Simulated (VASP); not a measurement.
# CdSe (F-43m) in VASP: further runs, part 2 of 2

VASP 6.6.1. The steps go on from the part before.

## Step 4: Single point, r2SCAN+rVV10

This run uses another cell than the first one, of 28.94 Å³/atom.

POSCAR

```
CdSe
1.0
    0.0000000000      3.0702711986      3.0702711986
    3.0702711986      0.0000000000      3.0702711986
    3.0702711986      3.0702711986      0.0000000000
Cd Se
1 1
Direct
    0.0000000000      0.0000000000      0.0000000000
    0.7500000000      0.7500000000      0.7500000000
```

INCAR.step1

```
PREC     = Accurate       # precision mode
ENCUT    = 520            # plane-wave cutoff, eV
ISMEAR   = 0              # smearing method
SIGMA    = 0.1            # smearing width, eV
LREAL    = F              # projectors in reciprocal space
LASPH    = T              # aspherical terms in the spheres
NELM     = 100            # most SCF steps
NBANDS   = 16             # bands
GGA      = PE             # functional
ALGO     = Normal         # electronic algorithm
EDIFF    = 1E-4           # SCF threshold, eV
LWAVE    = T              # write WAVECAR
LCHARG   = F              # write CHGCAR
```

INCAR.step2

```
PREC     = Accurate       # precision mode
ENCUT    = 520            # plane-wave cutoff, eV
EDIFF    = 1E-6           # SCF threshold, eV
ISMEAR   = 0              # smearing method
SIGMA    = 0.1            # smearing width, eV
LREAL    = F              # projectors in reciprocal space
LASPH    = T              # aspherical terms in the spheres
NELM     = 100            # most SCF steps
ALGO     = Normal         # electronic algorithm
ISIF     = 2              # what is computed and relaxed
LWAVE    = F              # write WAVECAR
LCHARG   = T              # write CHGCAR
METAGGA  = R2SCAN         # meta-GGA
LMIXTAU  = T            
LUSE_VDW = T            
IVDW_NL  = 2            
BPARAM   = 11.95        
CPARAM   = 0.0093       
LELF     = T              # ELF
LVHAR    = T            
NBANDS   = 16             # bands
ISTART   = 1
```

KPOINTS

```
Automatic mesh
0
Gamma
  6 6 6
```

Potentials or basis: VASP PAW PBE potentials, release 64 (Cd, Se).

The run is started by

```sh
$ cat potpaw_PBE.64/Cd/POTCAR potpaw_PBE.64/Se/POTCAR > POTCAR
$ cp INCAR.step1 INCAR
$ mpirun -np 1 vasp_std > vasp.out
$ cp INCAR.step2 INCAR
$ mpirun -np 1 vasp_std > vasp.out
```

OUTCAR:

```text
PREC = Accurate
   ENCUT = 520
   EDIFF = 1E-6
   ISMEAR = 0
   LREAL = F
   LASPH = T
   NELM = 100
   ISIF = 2
   METAGGA = R2SCAN
   IVDW_NL = 2
   BPARAM = 11.95
   ISTART = 1

 ion  position               nearest neighbor table
   1  0.000  0.000  0.000-   2 2.66   2 2.66   2 2.66   2 2.66
   2  0.750  0.750  0.750-   1 2.66   1 2.66   1 2.66   1 2.66

  LATTYP: Found a face centered cubic cell.
 ALAT       =     6.1405423972
[... 482 lines left out ...]
     15      13.7144      0.00000
     16      13.9274      0.00000

------------------------ aborting loop because EDIFF is reached ----------------------------------------

  FORCE on cell =-STRESS in cart. coord.  units (eV):
  Direction    XX          YY          ZZ          XY          YZ          ZX
  --------------------------------------------------------------------------------------
  -------------------------------------------------------------------------------------
  Total       -0.2291257     -0.2291257     -0.2291257      0.0000000      0.0000000      0.0000000
  in kB       -6.3419710     -6.3419710     -6.3419710      0.0000000      0.0000000      0.0000000
  external PRESSURE =      -6.3419710 kB  Pullay stress =       0.0000000 kB

 VOLUME and BASIS-vectors are now :
 -----------------------------------------------------------------------------
  energy-cutoff  :      520.00
  volume of cell :       57.88
      direct lattice vectors                 reciprocal lattice vectors
     0.000000000  3.070271199  3.070271199    -0.162852063  0.162852063  0.162852063
     3.070271199  0.000000000  3.070271199     0.162852063 -0.162852063  0.162852063
     3.070271199  3.070271199  0.000000000     0.162852063  0.162852063 -0.162852063

 POSITION                                       TOTAL-FORCE (eV/Angst)
 -----------------------------------------------------------------------------------
      0.00000      0.00000      0.00000        -0.000000     -0.000000     -0.000000
      4.60541      4.60541      4.60541         0.000000      0.000000      0.000000
 -----------------------------------------------------------------------------------
    total drift:                                0.000004      0.000004      0.000004

  FREE ENERGIE OF THE ION-ELECTRON SYSTEM (eV)
  ---------------------------------------------------
  free  energy   TOTEN  =       -35.3178465293 eV

  energy  without entropy=      -35.3178465293  energy(sigma->0) =      -35.31784653
```

OSZICAR.step1:

```text
N       E                     dE             d eps       ncg     rms          rms(c)
DAV:   1     0.104873981752E+03    0.10487E+03   -0.86911E+03   520   0.100E+03
DAV:   2    -0.197686428108E+01   -0.10685E+03   -0.10105E+03   640   0.244E+02
DAV:   3    -0.585162427787E+01   -0.38748E+01   -0.38700E+01   592   0.486E+01
DAV:   4    -0.586767601343E+01   -0.16052E-01   -0.16051E-01   688   0.312E+00
DAV:   5    -0.586777873216E+01   -0.10272E-03   -0.10272E-03   592   0.216E-01    0.586E+00
DAV:   6    -0.550694171271E+01    0.36084E+00   -0.54669E-01   720   0.868E+00    0.469E+00
DAV:   7    -0.548526395975E+01    0.21678E-01   -0.14095E-01   584   0.249E+00    0.204E+00
DAV:   8    -0.548622032827E+01   -0.95637E-03   -0.13087E-02   552   0.137E+00    0.247E-01
DAV:   9    -0.548642637162E+01   -0.20604E-03   -0.13919E-03   592   0.470E-01    0.468E-02
DAV:  10    -0.548649536465E+01   -0.68993E-04   -0.14756E-04   536   0.152E-01
   1 F= -.54864954E+01 E0= -.54864951E+01  d E =-.530814E-06
```

Run time: 46 s. Hardware: 1 thread of Intel Xeon 6975P-C (Granite Rapids), shared host; peak memory 0.32 GiB.

Results:

```
Free energy            : -35.3178 eV
Pressure               : -0.6 GPa
Band gap on the k mesh : 0.97 eV
```

Caveat: the PAW data sets were made with another functional, which shifts forces and pressure a little.

## Step 5: The runs side by side

| task | cell | k mesh | cutoff (eV) | smearing | gap on the mesh (eV) | pressure (GPa) |
| --- | --- | --- | --- | --- | --- | --- |
| single point | a = 4.315 Å, angles 60.0°, 2 atoms | 8 × 8 × 8 | 520 | gaussian 0.02 eV | 1.01 | 0.4 |
| relaxation of cell and atoms | relaxed from a = 4.342 Å, angles 60.0°, 2 atoms | 8 × 8 × 8 | 600 | gaussian 0.02 eV | 1.00 | 0.0 |
| single point | a = 4.342 Å, angles 60.0°, 2 atoms | 6 × 6 × 6 | 520 | gaussian 0.1 eV | 0.97 | -0.6 |

Alike in all rows: level r2SCAN+rVV10; potentials or basis VASP PAW PBE potentials, release 64 (Cd, Se); no spin polarisation.

Caveats: the PAW data sets were made with another functional, which shifts forces and pressure a little.

Absolute energies hang on the potentials; compare differences alone.
